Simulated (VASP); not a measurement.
# CuF2 (I4/mmm) in VASP: single point with LDA

Aim: the single point of CuF2 with LDA.

Everything below comes from runs of VASP 6.6.1. Logs are shortened: lines on timing, memory, paths and dates and some standing lists are left out, and cuts for length are marked.

**1. The cell of the first run**

Symmetry: I4/mmm, No. 139, tetragonal system. The conventional cell has a = 3.643 Å, b = 3.643 Å, c = 11.906 Å, α = 90.00°, β = 90.00°, γ = 90.00°. Within 2.4 Å of Cu (site symmetry 4/mmm) lie 4 F at 1.82 Å. Within 2.4 Å of F (site symmetry mmm) lie 2 Cu at 1.82 Å.

**2. Single point, LDA, collinear spin, ferromagnetic start**

File INCAR:

```
PREC = Accurate
ENCUT = 520
EDIFF = 1E-7
ISMEAR = -1
SIGMA = 0.05
LREAL = False
LASPH = True
NELM = 150
ALGO = Normal
ISIF = 2
LWAVE = False
LCHARG = False
ISPIN = 2
MAGMOM = 0.6 0 0
LORBIT = 11
LMAXMIX = 4
NBANDS = 24
```

File KPOINTS:

```
Automatic mesh
0
Gamma
  7 7 7
```

File POSCAR:

```
CuF2
1.0
   -1.8214043188      1.8214043188      5.9529399142
    1.8214043188     -1.8214043188      5.9529399142
    1.8214043188      1.8214043188     -5.9529399142
Cu F
1 2
Direct
    0.0000000000      0.0000000000      0.0000000000
    0.5000000000      0.0000000000      0.5000000000
    0.0000000000      0.5000000000      0.5000000000
```

Potentials or basis: VASP PAW LDA potentials, release 64 (Cu, F).

On the command line:

```console
$ cat potpaw_LDA.64/Cu/POTCAR potpaw_LDA.64/F/POTCAR > POTCAR
$ mpirun -np 1 vasp_std > vasp.out
```

OUTCAR:

```text
PREC = Accurate
   ENCUT = 520
   EDIFF = 1E-7
   ISMEAR = -1
   LREAL = False
   LASPH = True
   NELM = 150
   ISIF = 2
   ISPIN = 2
   LORBIT = 11

 ion  position               nearest neighbor table
   1  0.000  0.000  0.000-   2 1.82   3 1.82   3 1.82   2 1.82
   2  0.500  0.000  0.500-   1 1.82   1 1.82
   3  0.000  0.500  0.500-   1 1.82   1 1.82

  LATTYP: Found a body centered tetragonal cell.
 ALAT       =     3.6428086376
 C/A-ratio  =     3.2683242555

  Lattice vectors:

 A1 = (  -1.8214043188,   1.8214043188,   5.9529399142)
 A2 = (   1.8214043188,  -1.8214043188,   5.9529399142)
 A3 = (   1.8214043188,   1.8214043188,  -5.9529399142)

Analysis of symmetry for initial positions (statically):
=====================================================================
 Subroutine PRICEL returns:
 Original cell was already a primitive cell.

 Routine SETGRP: Setting up the symmetry group for a
 body centered tetragonal supercell.

 Subroutine GETGRP returns: Found 16 space group operations
 (whereof 16 operations were pure point group operations)
 out of a pool of 16 trial point group operations.

The static configuration has the point symmetry D_4h.

Analysis of symmetry for dynamics (positions and initial velocities):
=====================================================================
 Subroutine PRICEL returns:
 Original cell was already a primitive cell.

 Routine SETGRP: Setting up the symmetry group for a
 body centered tetragonal supercell.

 Subroutine GETGRP returns: Found 16 space group operations
 (whereof 16 operations were pure point group operations)
 out of a pool of 16 trial point group operations.

The dynamic configuration has the point symmetry D_4h.

Analysis of structural, dynamic, and magnetic symmetry:
=====================================================================
 Subroutine PRICEL returns:
 Original cell was already a primitive cell.

 Routine SETGRP: Setting up the symmetry group for a
 body centered tetragonal supercell.

 Subroutine GETGRP returns: Found 16 space group operations
 (whereof 16 operations were pure point group operations)
 out of a pool of 16 trial point group operations.

The overall configuration has the point symmetry D_4h.

 Subroutine INISYM returns: Found 16 space group operations
 (whereof 16 operations are pure point group operations),
 and found     1 'primitive' translations

----------------------------------------------------------------------------------------

                                     Primitive cell

  volume of cell :      78.9958

  direct lattice vectors                    reciprocal lattice vectors
    -1.821404319  1.821404319  5.952939914     0.000000000  0.274513459  0.083992113
     1.821404319 -1.821404319  5.952939914     0.274513459  0.000000000  0.083992113
     1.821404319  1.821404319 -5.952939914     0.274513459  0.274513459  0.000000000

  length of vectors
     6.486333402  6.486333402  6.486333402     0.287075450  0.287075450  0.388220657

  position of ions in fractional coordinates (direct lattice)
     0.000000000  0.000000000  0.000000000
     0.500000000  0.000000000  0.500000000
     0.000000000  0.500000000  0.500000000

  ion indices of the primitive-cell ions
   primitive index   ion index
                 1           1
                 2           2
                 3           3

----------------------------------------------------------------------------------------

 KPOINTS: Automatic mesh

Automatic generation of k-mesh.
 Grid dimensions read from file:
 generate k-points for:    7    7    7

 Generating k-lattice:

  Cartesian coordinates                     Fractional coordinates (reciprocal lattice)
     0.000000000  0.039216208  0.011998873     0.142857143  0.000000000 -0.000000000
     0.039216208  0.000000000  0.011998873     0.000000000  0.142857143 -0.000000000
     0.039216208  0.039216208  0.000000000     0.000000000  0.000000000  0.142857143

  Length of vectors
     0.041010779  0.041010779  0.055460094

  Shift w.r.t. Gamma in fractional coordinates (k-lattice)
     0.000000000  0.000000000  0.000000000

 Subroutine IBZKPT returns following result:
 ===========================================

 Found     40 irreducible k-points:

 Following reciprocal coordinates:
            Coordinates               Weight
  0.000000  0.000000  0.000000      1.000000
  0.142857  0.000000 -0.000000      8.000000
  0.285714  0.000000  0.000000      8.000000
  0.428571  0.000000 -0.000000      8.000000
  0.142857  0.142857 -0.000000      8.000000
  0.285714  0.142857  0.000000     16.000000
[... 16 lines left out ...]
 -0.142857  0.285714  0.142857      8.000000
 -0.428571  0.428571  0.142857      8.000000
 [... further k-points ...]
   k-points           NKPTS =     40   k-points in BZ     NKDIM =     40   number of bands    NBANDS=     24
   number of dos      NEDOS =    301   number of ions     NIONS =      3
   total plane-waves  NPLWV = 110592
   dimension x,y,z NGX =    48 NGY =   48 NGZ =   48
   dimension x,y,z NGXF=    96 NGYF=   96 NGZF=   96
   ions per type =               1   2
   NGX,Y,Z   is equivalent  to a cutoff of  12.30, 12.30, 12.30 a.u.
   NGXF,Y,Z  is equivalent  to a cutoff of  24.60, 24.60, 24.60 a.u.
 SYSTEM =  unknown system
   PREC   = accura    normal or accurate (medium, high low for compatibility)
   ISTART =      0    job   : 0-new  1-cont  2-samecut
   ICHARG =      2    charge: 1-file 2-atom 10-const
   ISPIN  =      2    spin polarized calculation?
   LNONCOLLINEAR =      F non collinear calculations
   LSORBIT =      F    spin-orbit coupling
   LASPH  =      T    aspherical Exc in radial PAW
   ENCUT  =  520.0 eV  38.22 Ry    6.18 a.u.  12.06 12.06 12.06*2*pi/ulx,y,z
   NELM   =    150;   NELMIN=  2; NELMDL= -5     # of ELM steps
   EDIFF  = 0.1E-06   stopping-criterion for ELM
   LREAL  =      F    real-space projection
   EDIFFG = 0.1E-05   stopping-criterion for IOM
   NSW    =      0    number of steps for IOM
   IBRION =     -1    ionic relax: 0-MD 1-quasi-New 2-CG
   NFREE  =      0    steps in history (QN), initial steepest desc. (CG)
   ISIF   =      2    stress and relaxation
   ISYM   =      2    0-nonsym 1-usesym 2-fastsym
   POTIM  = 0.5000    time-step for ionic-motion
   TEBEG  =    0.0;   TEEND  =   0.0 temperature during run
   PSTRESS=    0.0 pullay stress
   NELECT =      25.0000    total number of electrons
   NUPDOWN=      -1.0000    fix difference up-down
   EMIN   =  10.00;   EMAX   =-10.00  energy-range for DOS
   EFERMI =   0.00;   METHOD = LEGACY
   ISMEAR =    -1;   SIGMA  =   0.05  broadening in eV -4-tet -1-fermi 0-gaus
   EFERMI_NEDOS =   21; number of points for ismear=-14 and -15
   IALGO  =     38    algorithm
   IMIX   =      4    mixing-type and parameters
     AMIX     =   0.40;   BMIX     =  1.00
     AMIX_MAG =   1.60;   BMIX_MAG =  1.00
  volume/ion in A,a.u.               =      26.33       177.70
  Fermi-wavevector in a.u.,A,eV,Ry     =   1.115630  2.108235 16.934216  1.244630
  Thomas-Fermi vector in A             =   2.252236
   LORBIT       =     11    0 simple, 1 ext, 2 COOP (PROOUT), +10 PAW based schemes
   GGA     = CA    functional components
   LHFCALC =     F    Hartree Fock is set to
   AEXX    =    0.0000 exact exchange contribution
   IVDW    =     0    specifies the selected vdW correction
   LEPSILON=     F    determine dielectric tensor
   LRPA    =     F    only Hartree local field effects (RPA)
 spin polarized calculation
  energy-cutoff  :      520.00
  volume of cell :       79.00
 maximum number of plane-waves:      2150
   NGX = 25   NGY = 25   NGZ = 25

 number of electron      25.0000001 magnetization      -0.0003858

 number of electron      25.0000001 magnetization       0.0000437

 Free energy of the ion-electron system (eV)
  ---------------------------------------------------
  ext. energy  EPLUGINS =         0.00000000
  ---------------------------------------------------
  free energy    TOTEN  =       -13.22580025 eV

  energy without entropy =      -13.22005645  energy(sigma->0) =      -13.22292835

 E-fermi :  -3.2665     XC(G=0):  -6.0765

 val. band max:       -3.3939714008   @ k =  -0.4286   0.4286   0.2857
 cond. band min:      -3.0512541142   @ k =  -0.2857   0.2857   0.1429
 fundamental gap:      0.3427172866
 Fermi energy:        -3.2665442598

 spin component 1

 k-point     1 :       0.0000    0.0000    0.0000
  band No.  band energies     occupation
      1     -25.9077      1.00000
      2     -25.0459      1.00000
      3      -8.8328      1.00000
      4      -8.8328      1.00000
      5      -7.3980      1.00000
      6      -6.1528      1.00000
[... 16 lines left out ...]
     23      13.5976      0.00000
     24      15.2036      0.00000
[... 598 lines left out ...]
      2     -25.2316      1.00000
      3     -10.6144      1.00000
      4      -9.7242      1.00000
      5      -8.5068      1.00000
      6      -7.4998      1.00000
[... 16 lines left out ...]
     23      12.6925      0.00000
     24      13.1379      0.00000

 [... further k-points ...]

 spin component 2

 k-point     1 :       0.0000    0.0000    0.0000
  band No.  band energies     occupation
      1     -25.9076      1.00000
      2     -25.0459      1.00000
      3      -8.8328      1.00000
      4      -8.8328      1.00000
      5      -7.3980      1.00000
      6      -6.1528      1.00000
[... 16 lines left out ...]
     23      13.5975      0.00000
     24      15.2036      0.00000
[... 598 lines left out ...]
      2     -25.2315      1.00000
      3     -10.6144      1.00000
      4      -9.7242      1.00000
      5      -8.5068      1.00000
      6      -7.4998      1.00000
[... 16 lines left out ...]
     23      12.6924      0.00000
     24      13.1379      0.00000

 [... further k-points ...]

------------------------ aborting loop because EDIFF is reached ----------------------------------------

  FORCE on cell =-STRESS in cart. coord.  units (eV):
  Direction    XX          YY          ZZ          XY          YZ          ZX
  --------------------------------------------------------------------------------------
  -------------------------------------------------------------------------------------
  Total        0.2265595      0.2265595     -0.1014657      0.0000000      0.0000000      0.0000000
  in kB        4.5950322      4.5950322     -2.0579059      0.0000000      0.0000000      0.0000000
  external PRESSURE =       2.3773862 kB  Pullay stress =       0.0000000 kB

 VOLUME and BASIS-vectors are now :
 -----------------------------------------------------------------------------
  energy-cutoff  :      520.00
  volume of cell :       79.00
      direct lattice vectors                 reciprocal lattice vectors
    -1.821404319  1.821404319  5.952939914     0.000000000  0.274513459  0.083992113
     1.821404319 -1.821404319  5.952939914     0.274513459  0.000000000  0.083992113
     1.821404319  1.821404319 -5.952939914     0.274513459  0.274513459  0.000000000

 POSITION                                       TOTAL-FORCE (eV/Angst)
 -----------------------------------------------------------------------------------
      0.00000      0.00000      0.00000         0.000000     -0.000000     -0.000000
      0.00000      1.82140      0.00000         0.000000     -0.000000      0.000000
      1.82140      0.00000      0.00000        -0.000000      0.000000     -0.000000
 -----------------------------------------------------------------------------------
    total drift:                               -0.000000     -0.000000      0.000000

  FREE ENERGIE OF THE ION-ELECTRON SYSTEM (eV)
  ---------------------------------------------------
  free  energy   TOTEN  =       -13.2258002492 eV

  energy  without entropy=      -13.2200564539  energy(sigma->0) =      -13.22292835

 total charge

# of ion       s       p       d       tot
------------------------------------------
    1        0.358   0.413   9.134   9.904
    2        1.726   4.340   0.000   6.066
    3        1.726   4.340   0.000   6.066
--------------------------------------------------
tot          3.809   9.093   9.134  22.035

 magnetization (x)

# of ion       s       p       d       tot
------------------------------------------
    1        0.000   0.000   0.000   0.000
    2        0.000   0.000   0.000   0.000
    3        0.000   0.000   0.000   0.000
--------------------------------------------------
tot          0.000   0.000   0.000   0.000
```

Wall time 4.7 min (1 thread of Intel Xeon Platinum 8488C (Sapphire Rapids), shared host); peak memory 0.33 GiB.

Results:

- Free energy: -13.2258 eV
- Pressure: 0.2 GPa
- Net moment: 0.00 μB per cell
- Valence electrons inside the program's atomic spheres: Cu 9.90; F 6.07

Stress tensor (GPa, compression positive):
```
 0.46  0.00  0.00
 0.00  0.46  0.00
 0.00  0.00 -0.21
```

Caveat: semilocal functionals often make such compounds metallic where correlation or magnetic order opens a gap, which also shifts bond lengths. With open d or f shells a metallic result of LDA can be an artefact of self-interaction; +U or a hybrid may open a gap.
